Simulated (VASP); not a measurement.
# Au (I4/mmm) in VASP: further runs

Runs on Au. Level: r2SCAN. Tasks: single point.

Program: VASP 6.6.1. These are calculated values, not measurements. Logs are shortened: lines on timing, memory, paths and dates and some standing lists are left out, and cuts for length are marked.

## 1. The cell of the first run

The structure is tetragonal, space group I4/mmm (No. 139). Conventional cell: a = 3.439 Å, b = 3.439 Å, c = 3.193 Å, α = 90.00°, β = 90.00°, γ = 90.00°. Au (site symmetry 4/mmm) has 14 Au at 2.91 to 3.44 Å within 3.8 Å.

## 2. Single point, r2SCAN (strain +0.050 along x and y, -0.025 along z)

POSCAR reads:

```
Au
1.0
   -1.7195723815      1.7195723815      1.5967457828
    1.7195723815     -1.7195723815      1.5967457828
    1.7195723815      1.7195723815     -1.5967457828
Au
1
Direct
    0.0000000000      0.0000000000      0.0000000000
```

INCAR.step1 reads:

```
SYSTEM = Au
ALGO = Normal
EDIFF = 1E-4
ENCUT = 520
GGA = PE
ISMEAR = 0
LASPH = .True.
LCHARG = .False.
LREAL = .False.
LWAVE = .True.
NBANDS = 12
NELM = 100
PREC = Accurate
SIGMA = 0.15
```

INCAR.step2 reads:

```
SYSTEM = Au
ALGO = Normal
EDIFF = 1E-6
ENCUT = 520
ISIF = 2
ISMEAR = 0
ISTART = 1
LASPH = .True.
LCHARG = .False.
LMIXTAU = .True.
LREAL = .False.
LWAVE = .False.
METAGGA = R2SCAN
NBANDS = 12
NELM = 100
PREC = Accurate
SIGMA = 0.15
```

KPOINTS reads:

```
k-points
0
Gamma
  26 26 26
  0 0 0
```

Potentials or basis: VASP PAW PBE potentials, release 64 (Au).

Started as:

```console
> cat potpaw_PBE.64/Au/POTCAR > POTCAR
> cp INCAR.step1 INCAR
> mpirun -np 1 vasp_std > vasp.out
> cp INCAR.step2 INCAR
> mpirun -np 1 vasp_std > vasp.out
```

OUTCAR:

```text
SYSTEM = Au
   EDIFF = 1E-6
   ENCUT = 520
   ISIF = 2
   ISMEAR = 0
   ISTART = 1
   LASPH = .True.
   LREAL = .False.
   METAGGA = R2SCAN
   NELM = 100
   PREC = Accurate

 ion  position               nearest neighbor table
   1  0.000  0.000  0.000-

  LATTYP: Found a body centered tetragonal cell.
 ALAT       =     3.4391447630
 C/A-ratio  =     0.9285714286

  Lattice vectors:

 A1 = (  -1.7195723815,   1.7195723815,   1.5967457828)
 A2 = (   1.7195723815,  -1.7195723815,   1.5967457828)
 A3 = (   1.7195723815,   1.7195723815,  -1.5967457828)

Analysis of symmetry for initial positions (statically):
=====================================================================
 Subroutine PRICEL returns:
 Original cell was already a primitive cell.

 Routine SETGRP: Setting up the symmetry group for a
 body centered tetragonal supercell.

 Subroutine GETGRP returns: Found 16 space group operations
 (whereof 16 operations were pure point group operations)
 out of a pool of 16 trial point group operations.

The static configuration has the point symmetry D_4h.

Analysis of symmetry for dynamics (positions and initial velocities):
=====================================================================
 Subroutine PRICEL returns:
 Original cell was already a primitive cell.

 Routine SETGRP: Setting up the symmetry group for a
 body centered tetragonal supercell.

 Subroutine GETGRP returns: Found 16 space group operations
 (whereof 16 operations were pure point group operations)
 out of a pool of 16 trial point group operations.

The dynamic configuration has the point symmetry D_4h.

 Subroutine INISYM returns: Found 16 space group operations
 (whereof 16 operations are pure point group operations),
 and found     1 'primitive' translations

----------------------------------------------------------------------------------------

                                     Primitive cell

  volume of cell :      18.8859

  direct lattice vectors                    reciprocal lattice vectors
    -1.719572381  1.719572381  1.596745783     0.000000000  0.290769964  0.313136885
     1.719572381 -1.719572381  1.596745783     0.290769964  0.000000000  0.313136885
     1.719572381  1.719572381 -1.596745783     0.290769964  0.290769964  0.000000000

  length of vectors
     2.909201857  2.909201857  2.909201857     0.427319413  0.427319413  0.411210827

  position of ions in fractional coordinates (direct lattice)
     0.000000000  0.000000000  0.000000000

  ion indices of the primitive-cell ions
   primitive index   ion index
                 1           1

----------------------------------------------------------------------------------------

 KPOINTS: k-points

Automatic generation of k-mesh.
 Grid dimensions read from file:
 generate k-points for:   26   26   26

 Generating k-lattice:

  Cartesian coordinates                     Fractional coordinates (reciprocal lattice)
     0.000000000  0.011183460  0.012043726     0.038461538  0.000000000  0.000000000
     0.011183460  0.000000000  0.012043726     0.000000000  0.038461538  0.000000000
     0.011183460  0.011183460  0.000000000     0.000000000  0.000000000  0.038461538

  Length of vectors
     0.016435362  0.016435362  0.015815801

  Shift w.r.t. Gamma in fractional coordinates (k-lattice)
     0.000000000  0.000000000  0.000000000

 Subroutine IBZKPT returns following result:
 ===========================================

 Found   1330 irreducible k-points:

 Following reciprocal coordinates:
            Coordinates               Weight
  0.000000  0.000000  0.000000      1.000000
  0.038462 -0.000000  0.000000      8.000000
  0.076923 -0.000000  0.000000      8.000000
  0.115385 -0.000000  0.000000      8.000000
  0.153846 -0.000000  0.000000      8.000000
  0.192308 -0.000000  0.000000      8.000000
[... 16 lines left out ...]
  0.346154  0.038462  0.000000     16.000000
  0.384615  0.038462  0.000000     16.000000
 [... further k-points ...]
   k-points           NKPTS =   1330   k-points in BZ     NKDIM =   1330   number of bands    NBANDS=     12
   number of dos      NEDOS =    301   number of ions     NIONS =      1
   total plane-waves  NPLWV =  13824
   dimension x,y,z NGX =    24 NGY =   24 NGZ =   24
   dimension x,y,z NGXF=    48 NGYF=   48 NGZF=   48
   ions per type =               1
   NGX,Y,Z   is equivalent  to a cutoff of  13.71, 13.71, 13.71 a.u.
   NGXF,Y,Z  is equivalent  to a cutoff of  27.43, 27.43, 27.43 a.u.
 SYSTEM =  Au
   PREC   = accura    normal or accurate (medium, high low for compatibility)
   ISTART =      1    job   : 0-new  1-cont  2-samecut
   ICHARG =      0    charge: 1-file 2-atom 10-const
   ISPIN  =      1    spin polarized calculation?
   LNONCOLLINEAR =      F non collinear calculations
   LSORBIT =      F    spin-orbit coupling
   LASPH  =      T    aspherical Exc in radial PAW
   ENCUT  =  520.0 eV  38.22 Ry    6.18 a.u.   5.41  5.41  5.41*2*pi/ulx,y,z
   NELM   =    100;   NELMIN=  2; NELMDL=  0     # of ELM steps
   EDIFF  = 0.1E-05   stopping-criterion for ELM
   LREAL  =      F    real-space projection
   EDIFFG = 0.1E-04   stopping-criterion for IOM
   NSW    =      0    number of steps for IOM
   IBRION =     -1    ionic relax: 0-MD 1-quasi-New 2-CG
   NFREE  =      0    steps in history (QN), initial steepest desc. (CG)
   ISIF   =      2    stress and relaxation
   ISYM   =      2    0-nonsym 1-usesym 2-fastsym
   POTIM  = 0.5000    time-step for ionic-motion
   TEBEG  =    0.0;   TEEND  =   0.0 temperature during run
   PSTRESS=    0.0 pullay stress
   NELECT =      11.0000    total number of electrons
   NUPDOWN=      -1.0000    fix difference up-down
   EMIN   =  10.00;   EMAX   =-10.00  energy-range for DOS
   EFERMI =   0.00;   METHOD = LEGACY
   ISMEAR =     0;   SIGMA  =   0.15  broadening in eV -4-tet -1-fermi 0-gaus
   EFERMI_NEDOS =   21; number of points for ismear=-14 and -15
   IALGO  =     38    algorithm
   IMIX   =      4    mixing-type and parameters
     AMIX     =   0.40;   BMIX     =  1.00
     AMIX_MAG =   1.60;   BMIX_MAG =  1.00
  volume/ion in A,a.u.               =      18.89       127.45
  Fermi-wavevector in a.u.,A,eV,Ry     =   1.367184  2.583602 25.431886  1.869191
  Thomas-Fermi vector in A             =   2.493259
   LORBIT       =      0    0 simple, 1 ext, 2 COOP (PROOUT), +10 PAW based schemes
   METAGGA = R2SCAN    functional components
   LHFCALC =     F    Hartree Fock is set to
   AEXX    =    0.0000 exact exchange contribution
   IVDW    =     0    specifies the selected vdW correction
   LEPSILON=     F    determine dielectric tensor
   LRPA    =     F    only Hartree local field effects (RPA)
 non-spin polarized calculation
 Gauss-broadening in eV      SIGMA  =   0.15
  energy-cutoff  :      520.00
  volume of cell :       18.89
 maximum number of plane-waves:       526
 NGX is ok and might be reduce to    24
   NGX = 11   NGY = 11   NGZ = 11

 number of electron      10.9999998 magnetization

 Free energy of the ion-electron system (eV)
  ---------------------------------------------------
  ext. energy  EPLUGINS =         0.00000000
  ---------------------------------------------------
  free energy    TOTEN  =       -50.54398652 eV

  energy without entropy =      -50.54071704  energy(sigma->0) =      -50.54235178

 E-fermi :   7.7790     XC(G=0): -12.9031

 val. band max:        7.7726620903   @ k =  -0.3846   0.4615   0.1154
 cond. band min:       7.7982141632   @ k =   0.5000   0.3077   0.0769
 fundamental gap:      0.0255520729
 Fermi energy:         7.7789874298

 k-point     1 :       0.0000    0.0000    0.0000
  band No.  band energies     occupation
      1      -1.2803      2.00000
      2       2.8604      2.00000
      3       3.2988      2.00000
      4       3.2988      2.00000
      5       4.4999      2.00000
      6       5.0110      2.00000
      7      24.5898      0.00000
      8      24.5898      0.00000
      9      26.0170      0.00000
     10      30.4930      0.00000
     11      30.4930      0.00000
     12      32.5600      0.00000

 k-point     2 :       0.0385   -0.0000    0.0000
  band No.  band energies     occupation
      1      -1.2268      2.00000
      2       2.8716      2.00000
      3       3.2983      2.00000
      4       3.3056      2.00000
      5       4.5025      2.00000
      6       4.9954      2.00000
      7      24.6035      0.00000
      8      24.6499      0.00000
      9      25.9668      0.00000
     10      29.9688      0.00000
     11      30.3062      0.00000
     12      31.6391      0.00000

 k-point     3 :       0.0769   -0.0000    0.0000
  band No.  band energies     occupation
      1      -1.0681      2.00000
      2       2.8878      2.00000
      3       3.2956      2.00000
      4       3.3440      2.00000
      5       4.5113      2.00000
      6       4.9530      2.00000
      7      24.6218      0.00000
      8      24.8265      0.00000
      9      25.7556      0.00000
     10      29.0605      0.00000
     11      29.7807      0.00000
     12      30.4742      0.00000

 k-point     4 :       0.1154   -0.0000    0.0000
  band No.  band energies     occupation
      1      -0.8099      2.00000
      2       2.8706      2.00000
      3       3.2888      2.00000
      4       3.4531      2.00000
      5       4.5284      2.00000
      6       4.8958      2.00000
      7      24.5594      0.00000
      8      25.1068      0.00000
      9      25.2104      0.00000
     10      28.2507      0.00000
     11      29.0010      0.00000
     12      29.4865      0.00000

 k-point     5 :       0.1538   -0.0000    0.0000
  band No.  band energies     occupation
      1      -0.4644      2.00000
      2       2.8067      2.00000
      3       3.2801      2.00000
      4       3.6475      2.00000
      5       4.5566      2.00000
      6       4.8397      2.00000
      7      23.9928      0.00000
      8      24.4895      0.00000
      9      25.4626      0.00000
     10      27.6462      0.00000
     11      28.0700      0.00000
     12      29.0763      0.00000
[... 228 lines left out ...]
      1       0.9526      2.00000
      2       2.4262      2.00000
      3       3.6517      2.00000
      4       4.6321      2.00000
      5       4.8414      2.00000
      6       4.9456      2.00000
      7      18.3302      0.00000
      8      22.2582      0.00000
      9      23.8510      0.00000
     10      27.4413      0.00000
     11      27.7768      0.00000
     12      30.4639      0.00000

 k-point    22 :       0.3077    0.0385    0.0000
  band No.  band energies     occupation
      1       1.1352      2.00000
      2       2.3172      2.00000
      3       4.1139      2.00000
      4       4.6855      2.00000
      5       5.0317      2.00000
      6       5.2517      2.00000
      7      16.6408      0.00000
      8      21.6437      0.00000
      9      22.9734      0.00000
     10      27.8157      0.00000
     11      28.0387      0.00000
     12      31.0416      0.00000

 k-point    23 :       0.3462    0.0385    0.0000
  band No.  band energies     occupation
      1       1.1987      2.00000
      2       2.2230      2.00000
      3       4.4864      2.00000
      4       4.9588      2.00000
      5       5.1408      2.00000
      6       5.7086      2.00000
      7      15.0149      0.00000
      8      21.1273      0.00000
      9      22.1850      0.00000
     10      28.0122      0.00000
     11      28.4590      0.00000
     12      31.3679      0.00000

 k-point    24 :       0.3846    0.0385    0.0000
  band No.  band energies     occupation
      1       1.1991      2.00000
      2       2.1486      2.00000
      3       4.5784      2.00000
      4       5.1393      2.00000
      5       5.5370      2.00000
      6       6.3403      2.00000
      7      13.4882      0.00000
      8      20.7253      0.00000
      9      21.5402      0.00000
     10      28.1921      0.00000
     11      28.8127      0.00000
     12      31.4007      0.00000

 [... further k-points ...]

------------------------ aborting loop because EDIFF is reached ----------------------------------------

  FORCE on cell =-STRESS in cart. coord.  units (eV):
  Direction    XX          YY          ZZ          XY          YZ          ZX
  --------------------------------------------------------------------------------------
  -------------------------------------------------------------------------------------
  Total       -0.9604684     -0.9604684     -1.0568495      0.0000000      0.0000000      0.0000000
  in kB      -81.4811184    -81.4811184    -89.6575885      0.0000000      0.0000000      0.0000000
  external PRESSURE =     -84.2066085 kB  Pullay stress =       0.0000000 kB

 VOLUME and BASIS-vectors are now :
 -----------------------------------------------------------------------------
  energy-cutoff  :      520.00
  volume of cell :       18.89
      direct lattice vectors                 reciprocal lattice vectors
    -1.719572381  1.719572381  1.596745783     0.000000000  0.290769964  0.313136885
     1.719572381 -1.719572381  1.596745783     0.290769964  0.000000000  0.313136885
     1.719572381  1.719572381 -1.596745783     0.290769964  0.290769964  0.000000000

 POSITION                                       TOTAL-FORCE (eV/Angst)
 -----------------------------------------------------------------------------------
      0.00000      0.00000      0.00000         0.000000     -0.000000      0.000000
 -----------------------------------------------------------------------------------
    total drift:                               -0.000000      0.000000      0.000000

  FREE ENERGIE OF THE ION-ELECTRON SYSTEM (eV)
  ---------------------------------------------------
  free  energy   TOTEN  =       -50.5439865170 eV

  energy  without entropy=      -50.5407170432  energy(sigma->0) =      -50.54235178
```

Wall time 5.8 min (1 thread of Intel Xeon 6975P-C (Granite Rapids), shared host); peak memory 0.39 GiB.

Results:

```yaml
Free_energy: -50.5440 eV
Pressure: -8.4 GPa
```

Caveat: the cell differs from its parent crystal (strain +0.050 along x and y, -0.025 along z); the PAW data sets were made with another functional, which shifts forces and pressure a little; spin-orbit coupling is left out, which moves the levels of the heavy elements.

(Continued in part 2 of 2.)
